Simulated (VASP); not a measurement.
# SiO2 (I4_1/amd) in VASP: a series of runs, part 2 of 2

VASP 6.6.1. Earlier steps stand in the parts before.

## Step 3: Single point, PBE

This run uses another cell than the first one, of 8.53 Å³/atom.

Input file INCAR:

```
  PREC = Accurate
  ENCUT = 520
  EDIFF = 1E-6
  ISMEAR = -1
  SIGMA = 0.02
  LREAL = F
  LASPH = T
  NELM = 80
  ALGO = Normal
  ISIF = 2
  LWAVE = F
  LCHARG = F
  GGA = PE
  NBANDS = 25
```

Input file KPOINTS:

```
Automatic mesh
0
Gamma
  10 10 10
```

Input file POSCAR:

```
SiO2
1.0
   -1.7448856757      1.7448856757      4.2030844901
    1.7448856757     -1.7448856757      4.2030844901
    1.7448856757      1.7448856757     -4.2030844901
Si O
2 4
Direct
    0.7500000000      0.2500000000      0.5000000000
    0.0000000000      0.0000000000      0.0000000000
    0.5409502157      0.0409502157      0.5000000000
    0.7909502157      0.7909502157      0.0000000000
    0.2090497843      0.2090497843      0.0000000000
    0.9590497843      0.4590497843      0.5000000000
```

Potentials or basis: VASP PAW PBE potentials, release 64 (Si, O).

The run is started by

```bash
> cat potpaw_PBE.64/Si/POTCAR potpaw_PBE.64/O/POTCAR > POTCAR
> mpirun -np 1 vasp_std > vasp.out
```

OUTCAR:

```text
PREC = Accurate
   ENCUT = 520
   EDIFF = 1E-6
   ISMEAR = -1
   LREAL = F
   LASPH = T
   NELM = 80
   ISIF = 2
   GGA = PE

 ion  position               nearest neighbor table
   1  0.750  0.250  0.500-   3 1.76   6 1.76   5 1.78   4 1.78   4 1.78   5 1.78   2 2.73   2 2.73
                             2 2.73   2 2.73
   2  0.000  0.000  0.000-   4 1.76   5 1.76   3 1.78   6 1.78   3 1.78   6 1.78   1 2.73   1 2.73
                             1 2.73   1 2.73
   3  0.541  0.041  0.500-   1 1.76   2 1.78   2 1.78
   4  0.791  0.791  0.000-   2 1.76   1 1.78   1 1.78
   5  0.209  0.209  0.000-   2 1.76   1 1.78   1 1.78
   6  0.959  0.459  0.500-   1 1.76   2 1.78   2 1.78

  LATTYP: Found a body centered tetragonal cell.
 ALAT       =     3.4897713514
 C/A-ratio  =     2.4088022205

  Lattice vectors:

 A1 = (  -1.7448856757,   1.7448856757,   4.2030844901)
 A2 = (   1.7448856757,  -1.7448856757,   4.2030844901)
 A3 = (   1.7448856757,   1.7448856757,  -4.2030844901)

Analysis of symmetry for initial positions (statically):
[... 186 lines left out ...]
 fundamental gap:      6.2985313993
 Fermi energy:         6.5733296346

 k-point     1 :       0.0000    0.0000    0.0000
  band No.  band energies     occupation
      1     -15.5050      2.00000
      2     -12.4722      2.00000
      3     -11.4298      2.00000
      4     -10.6013      2.00000
      5      -1.5609      2.00000
      6      -1.5609      2.00000
[... 661 lines left out ...]
     24      20.4588      0.00000
     25      21.1216      0.00000

 [... further k-points ...]

------------------------ aborting loop because EDIFF is reached ----------------------------------------

  FORCE on cell =-STRESS in cart. coord.  units (eV):
  Direction    XX          YY          ZZ          XY          YZ          ZX
  --------------------------------------------------------------------------------------
  -------------------------------------------------------------------------------------
  Total        2.7332636      2.7332636      3.1221785      0.0000000     -0.0000000      0.0000000
  in kB       85.5519732     85.5519732     97.7251260      0.0000000     -0.0000000      0.0000000
  external PRESSURE =      89.6096908 kB  Pullay stress =       0.0000000 kB

 VOLUME and BASIS-vectors are now :
 -----------------------------------------------------------------------------
  energy-cutoff  :      520.00
  volume of cell :       51.19
      direct lattice vectors                 reciprocal lattice vectors
    -1.744885676  1.744885676  4.203084490     0.000000000  0.286551725  0.118960254
     1.744885676 -1.744885676  4.203084490     0.286551725  0.000000000  0.118960254
     1.744885676  1.744885676 -4.203084490     0.286551725  0.286551725  0.000000000

 POSITION                                       TOTAL-FORCE (eV/Angst)
 -----------------------------------------------------------------------------------
      0.00000      1.74489      2.10154         0.000000      0.000000      0.000000
      0.00000      0.00000      0.00000         0.000000      0.000000      0.000000
      0.00000      1.74489      0.34423         0.000000      0.000000     -0.118909
      0.00000      0.00000      6.64886         0.000000      0.000000     -0.118909
      0.00000      0.00000      1.75731        -0.000000     -0.000000      0.118909
      0.00000      1.74489      3.85885        -0.000000     -0.000000      0.118909
 -----------------------------------------------------------------------------------
    total drift:                               -0.000000     -0.000000      0.000000

  FREE ENERGIE OF THE ION-ELECTRON SYSTEM (eV)
  ---------------------------------------------------
  free  energy   TOTEN  =       -45.9870509616 eV

  energy  without entropy=      -45.9870509616  energy(sigma->0) =      -45.98705096
```

stdout:

```text
POSCAR found type information on POSCAR SiO
 POSCAR found :  2 types and       6 ions
 scaLAPACK will be used
 LDA part: xc-table for (Slater+PW92), standard interpolation
 POSCAR, INCAR and KPOINTS ok, starting setup
 FFT: planning ... GRIDC
 FFT: planning ... GRID_SOFT
 FFT: planning ... GRID
 WAVECAR not read
 entering main loop
```

It took 1.9 min on 1 thread of Intel Xeon Platinum 8259CL at 2.50GHz (Skylake/Cascade Lake), shared host; peak memory 0.26 GiB.

Results:

```yaml
Free_energy: -45.9871 eV
Pressure: 9.0 GPa
Largest_force: 0.119 eV/Å
Band_gap_on_the_k_mesh: 6.30 eV (least direct gap 7.03 eV)
```

Forces on the atoms (eV/Å):
```
Si   0.000  0.000  0.000
Si   0.000  0.000  0.000
O    0.000  0.000 -0.119
O    0.000  0.000 -0.119
O    0.000  0.000  0.119
O    0.000  0.000  0.119
```

Stress tensor (GPa, compression positive):
```
8.56 0.00 0.00
0.00 8.56 0.00
0.00 0.00 9.77
```

Caveat: the cell stands under pressure.

## Step 4: Single point, LDA

This run uses another cell than the first one, of 8.53 Å³/atom.

Input file INCAR:

```
PREC = Accurate
ENCUT = 520
EDIFF = 1E-6
ISMEAR = 0
SIGMA = 0.01
LREAL = False
LASPH = True
NELM = 60
ALGO = Normal
ISIF = 2
LWAVE = False
LCHARG = True
GGA = CA
LELF = True
LVHAR = True
NBANDS = 25
```

Input file KPOINTS:

```
regular mesh
0
Gamma
  10 10 10
```

POSCAR is that of step 3.

Potentials or basis: VASP PAW LDA potentials, release 64 (Si, O).

The run is started by

```bash
> cat potpaw_LDA.64/Si/POTCAR potpaw_LDA.64/O/POTCAR > POTCAR
> mpirun -np 1 vasp_std > vasp.out
```

OUTCAR:

```text
PREC = Accurate
   ENCUT = 520
   EDIFF = 1E-6
   ISMEAR = 0
   LREAL = False
   LASPH = True
   NELM = 60
   ISIF = 2
   GGA = CA

 ion  position               nearest neighbor table
   1  0.750  0.250  0.500-   3 1.76   6 1.76   5 1.78   4 1.78   4 1.78   5 1.78   2 2.73   2 2.73
                             2 2.73   2 2.73
   2  0.000  0.000  0.000-   4 1.76   5 1.76   3 1.78   6 1.78   3 1.78   6 1.78   1 2.73   1 2.73
                             1 2.73   1 2.73
   3  0.541  0.041  0.500-   1 1.76   2 1.78   2 1.78
   4  0.791  0.791  0.000-   2 1.76   1 1.78   1 1.78
   5  0.209  0.209  0.000-   2 1.76   1 1.78   1 1.78
[... 883 lines left out ...]
  Total       -1.1120993     -1.1120993     -0.8032386      0.0000000      0.0000000      0.0000000
  in kB      -34.8090434    -34.8090434    -25.1416112      0.0000000      0.0000000      0.0000000
  external PRESSURE =     -31.5865660 kB  Pullay stress =       0.0000000 kB

 VOLUME and BASIS-vectors are now :
 -----------------------------------------------------------------------------
  energy-cutoff  :      520.00
  volume of cell :       51.19
      direct lattice vectors                 reciprocal lattice vectors
    -1.744885676  1.744885676  4.203084490     0.000000000  0.286551725  0.118960254
     1.744885676 -1.744885676  4.203084490     0.286551725  0.000000000  0.118960254
     1.744885676  1.744885676 -4.203084490     0.286551725  0.286551725  0.000000000

 POSITION                                       TOTAL-FORCE (eV/Angst)
 -----------------------------------------------------------------------------------
      0.00000      1.74489      2.10154         0.000000      0.000000      0.000000
      0.00000      0.00000      0.00000         0.000000      0.000000      0.000000
      0.00000      1.74489      0.34423         0.000000     -0.000000      0.092490
      0.00000      0.00000      6.64886        -0.000000      0.000000      0.092490
      0.00000      0.00000      1.75731        -0.000000      0.000000     -0.092490
      0.00000      1.74489      3.85885         0.000000     -0.000000     -0.092490
 -----------------------------------------------------------------------------------
    total drift:                               -0.000000     -0.000000      0.000000

  FREE ENERGIE OF THE ION-ELECTRON SYSTEM (eV)
  ---------------------------------------------------
  free  energy   TOTEN  =       -51.4774282874 eV

  energy  without entropy=      -51.4774282874  energy(sigma->0) =      -51.47742829
```

OSZICAR:

```text
N       E                     dE             d eps       ncg     rms          rms(c)
DAV:   1     0.135693533851E+03    0.13569E+03   -0.17413E+04  5108   0.122E+03
DAV:   2    -0.491789833251E+02   -0.18487E+03   -0.17769E+03  6580   0.280E+02
DAV:   3    -0.564772135205E+02   -0.72982E+01   -0.72662E+01  6829   0.536E+01
DAV:   4    -0.565313626337E+02   -0.54149E-01   -0.54130E-01  5926   0.536E+00
DAV:   5    -0.565318744387E+02   -0.51181E-03   -0.51173E-03  6761   0.500E-01    0.179E+01
DAV:   6    -0.515757170606E+02    0.49562E+01   -0.13874E+01  6271   0.249E+01    0.875E+00
DAV:   7    -0.515190703618E+02    0.56647E-01   -0.63981E-01  6362   0.472E+00    0.296E+00
DAV:   8    -0.514843116045E+02    0.34759E-01   -0.27374E-02  6394   0.140E+00    0.112E+00
DAV:   9    -0.514773886480E+02    0.69230E-02   -0.65267E-03  6696   0.663E-01    0.213E-01
DAV:  10    -0.514774403574E+02   -0.51709E-04   -0.47566E-04  6320   0.155E-01    0.650E-02
DAV:  11    -0.514774288876E+02    0.11470E-04   -0.44768E-05  6531   0.494E-02    0.263E-02
DAV:  12    -0.514774282874E+02    0.60015E-06   -0.69629E-06  6134   0.182E-02
   1 F= -.51477428E+02 E0= -.51477428E+02  d E =-.675937E-48
```

Run time: 1.8 min. Hardware: 1 thread of Intel Xeon Platinum 8259CL at 2.50GHz (Skylake/Cascade Lake), shared host; peak memory 0.23 GiB.

What came out:

- Free energy: -51.4774 eV
- Pressure: -3.2 GPa
- Largest force: 0.092 eV/Å
- Band gap on the k mesh: 6.27 eV (least direct gap 7.01 eV)

Forces on the atoms (eV/Å):
```
Si   0.000  0.000  0.000
Si   0.000  0.000  0.000
O    0.000  0.000  0.092
O    0.000  0.000  0.092
O    0.000  0.000 -0.092
O    0.000  0.000 -0.092
```

Caveat: the cell stands under tension. A k mesh can miss the band edges.

## Step 5: The runs side by side

| level | potentials or basis | cell | smearing | gap on the mesh (eV) | pressure (GPa) | largest force (eV/Å) |
| --- | --- | --- | --- | --- | --- | --- |
| LDA | VASP PAW LDA potentials, release 64 (Si, O) | a = 4.857 Å, angles 138.1, 138.1, 60.7°, 6 atoms, atomic positions A | fermi-dirac 0.02 eV | 6.51 | 1.0 | 0.03 |
| PBE | VASP PAW PBE potentials, release 64 (Si, O) | a = 4.874 Å, angles 138.0, 138.0, 60.8°, 6 atoms, atomic positions B | fermi-dirac 0.02 eV | 6.30 | 9.0 | 0.12 |
| LDA | VASP PAW LDA potentials, release 64 (Si, O) | a = 4.874 Å, angles 138.0, 138.0, 60.8°, 6 atoms, atomic positions B | gaussian 0.01 eV | 6.27 | -3.2 | 0.09 |

Alike in all rows: task single point; no spin polarisation; k mesh 10 × 10 × 10; cutoff (eV) 520.

Caveats: the cell stands under pressure (at least some runs); the cell stands under tension (at least some runs).

Absolute energies hang on the potentials; compare differences alone.
